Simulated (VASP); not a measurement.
# TmSb2Cl2 (P4/mmm) in VASP: further runs, part 2 of 2

VASP 6.6.1. Earlier steps stand in the parts before.

## Step 3: Single point, PBE

This run uses another cell than the first one, of 28.65 Å³/atom.

Input file INCAR:

```
SYSTEM = TmSb2Cl2
ALGO = Normal ; EDIFF = 1E-6
ENCUT = 500 ; GGA = PE
GGA_COMPAT = .FALSE. ; ISIF = 2
ISMEAR = 0 ; LASPH = .TRUE.
LCHARG = .FALSE. ; LMAXMIX = 6
LREAL = .FALSE. ; LWAVE = .FALSE.
NBANDS = 24 ; NELM = 200
PREC = Accurate ; SIGMA = 0.1
```

Input file KPOINTS:

```
k-points
0
G
  8 8 6
  0 0 0
```

Input file POSCAR:

```
TmSb2Cl2
1.0
    4.9828054260      0.0000000000      0.0000000000
    0.0000000000      4.9828054260      0.0000000000
    0.0000000000      0.0000000000      5.7698296070
Tm Sb Cl
1 2 2
Direct
    0.0000000000      0.0000000000      0.0000000000
    0.0000000000      0.5000000000      0.5000000000
    0.5000000000      0.0000000000      0.5000000000
    0.5000000000      0.5000000000      0.2388501856
    0.5000000000      0.5000000000      0.7611498144
```

Potentials or basis: VASP PAW PBE potentials, release 64 (Tm_3, Sb, Cl), 4f in core.

Launch:

```bash
$ cat potpaw_PBE.64/Tm_3/POTCAR potpaw_PBE.64/Sb/POTCAR potpaw_PBE.64/Cl/POTCAR > POTCAR
$ mpirun -np 1 vasp_std > vasp.out
```

OUTCAR:

```text
SYSTEM = TmSb2Cl2
   EDIFF = 1E-6
   ENCUT = 500
   GGA = PE
   ISIF = 2
   ISMEAR = 0
   LASPH = .TRUE.
   LREAL = .FALSE.
   NELM = 200
   PREC = Accurate

 ion  position               nearest neighbor table
   1  0.000  0.000  0.000-
   2  0.000  0.500  0.500-   4 2.91   5 2.91   4 2.91   5 2.91   3 3.52   3 3.52   3 3.52   3 3.52

   3  0.500  0.000  0.500-   4 2.91   5 2.91   4 2.91   5 2.91   2 3.52   2 3.52   2 3.52   2 3.52

   4  0.500  0.500  0.239-   2 2.91   3 2.91   3 2.91   2 2.91
   5  0.500  0.500  0.761-   2 2.91   3 2.91   3 2.91   2 2.91

  LATTYP: Found a simple tetragonal cell.
 ALAT       =     4.9828054260
 C/A-ratio  =     1.1579480059

  Lattice vectors:

 A1 = (   4.9828054260,   0.0000000000,   0.0000000000)
 A2 = (   0.0000000000,   4.9828054260,   0.0000000000)
 A3 = (   0.0000000000,   0.0000000000,   5.7698296070)

Analysis of symmetry for initial positions (statically):
=====================================================================
 Subroutine PRICEL returns:
 Original cell was already a primitive cell.

[... 176 lines left out ...]

 val. band max:        5.1338303249   @ k =   0.5000   0.0000   0.0000
 cond. band min:       5.1497229008   @ k =   0.3750   0.3750   0.1667
 fundamental gap:      0.0158925759
 Fermi energy:         5.1366024340

 k-point     1 :       0.0000    0.0000    0.0000
  band No.  band energies     occupation
      1     -22.5428      2.00000
      2     -22.5428      2.00000
      3     -22.4571      2.00000
      4     -11.8554      2.00000
      5     -10.5513      2.00000
      6      -4.8932      2.00000
[... 637 lines left out ...]
     23       7.0957      0.00000
     24       7.5585      0.00000

 [... further k-points ...]

------------------------ aborting loop because EDIFF is reached ----------------------------------------

  FORCE on cell =-STRESS in cart. coord.  units (eV):
  Direction    XX          YY          ZZ          XY          YZ          ZX
  --------------------------------------------------------------------------------------
  -------------------------------------------------------------------------------------
  Total       -0.1245604     -0.1245604     -0.1028595      0.0000000      0.0000000     -0.0000000
  in kB       -1.3930914     -1.3930914     -1.1503873      0.0000000      0.0000000     -0.0000000
  external PRESSURE =      -1.3121900 kB  Pullay stress =       0.0000000 kB

 VOLUME and BASIS-vectors are now :
 -----------------------------------------------------------------------------
  energy-cutoff  :      500.00
  volume of cell :      143.26
      direct lattice vectors                 reciprocal lattice vectors
     4.982805426  0.000000000  0.000000000     0.200690156  0.000000000  0.000000000
     0.000000000  4.982805426  0.000000000     0.000000000  0.200690156  0.000000000
     0.000000000  0.000000000  5.769829607     0.000000000  0.000000000  0.173315343

 POSITION                                       TOTAL-FORCE (eV/Angst)
 -----------------------------------------------------------------------------------
      0.00000      0.00000      0.00000         0.000000      0.000000      0.000000
      0.00000      2.49140      2.88491         0.000000      0.000000      0.000000
      2.49140      0.00000      2.88491         0.000000      0.000000      0.000000
      2.49140      2.49140      1.37812        -0.000000     -0.000000      0.027002
      2.49140      2.49140      4.39170         0.000000     -0.000000     -0.027002
 -----------------------------------------------------------------------------------
    total drift:                                0.000000      0.000000      0.000000

  FREE ENERGIE OF THE ION-ELECTRON SYSTEM (eV)
  ---------------------------------------------------
  free  energy   TOTEN  =       -15.7297123655 eV

  energy  without entropy=      -15.7199699614  energy(sigma->0) =      -15.72484116
```

OSZICAR:

```text
N       E                     dE             d eps       ncg     rms          rms(c)
DAV:   1     0.244424151263E+03    0.24442E+03   -0.12056E+04  2912   0.113E+03
DAV:   2     0.186846615807E+02   -0.22574E+03   -0.21320E+03  3816   0.309E+02
DAV:   3    -0.145793791799E+02   -0.33264E+02   -0.31357E+02  4032   0.877E+01
DAV:   4    -0.165509151903E+02   -0.19715E+01   -0.19468E+01  4048   0.257E+01
DAV:   5    -0.166242731532E+02   -0.73358E-01   -0.73281E-01  3880   0.457E+00    0.142E+01
DAV:   6    -0.157853221496E+02    0.83895E+00   -0.16565E+00  4416   0.581E+00    0.823E+00
DAV:   7    -0.157373683859E+02    0.47954E-01   -0.41759E-01  4424   0.304E+00    0.247E+00
DAV:   8    -0.157309406160E+02    0.64278E-02   -0.73918E-02  4248   0.130E+00    0.518E-01
DAV:   9    -0.157298578109E+02    0.10828E-02   -0.14438E-02  4432   0.600E-01    0.129E-01
DAV:  10    -0.157296760335E+02    0.18178E-03   -0.98079E-04  4216   0.167E-01    0.828E-02
DAV:  11    -0.157297082571E+02   -0.32224E-04   -0.25081E-04  4808   0.800E-02    0.233E-02
DAV:  12    -0.157297124825E+02   -0.42254E-05   -0.18917E-05  4160   0.200E-02    0.769E-03
DAV:  13    -0.157297123655E+02    0.11697E-06   -0.38439E-06  3456   0.924E-03
   1 F= -.15729712E+02 E0= -.15724841E+02  d E =-.974240E-02
```

It took 2.8 min on 1 thread of Intel Xeon Platinum 8488C (Sapphire Rapids), shared host; peak memory 0.35 GiB.

Results:

```
Free energy            : -15.7297 eV
Pressure               : -0.1 GPa
Largest force          : 0.027 eV/Å
Band gap on the k mesh : zero (an odd number of electrons rules out a gap without spin polarisation)
```

Forces in eV/Å, atoms in the order of the input:
```
Tm   0.000  0.000  0.000
Sb   0.000  0.000  0.000
Sb   0.000  0.000  0.000
Cl   0.000  0.000  0.027
Cl   0.000  0.000 -0.027
```

Caveat: spin-orbit coupling is left out, which moves the levels of the heavy elements; the 4f electrons are frozen in the core, so they carry no moment and show no levels; an odd number of electrons without spin polarisation forces a metal; a magnetic or distorted state may lie lower; the run has no spin polarisation, though such a crystal can be magnetic.

The gap in the log of VASP goes by the Fermi energy; the results here count the filled bands.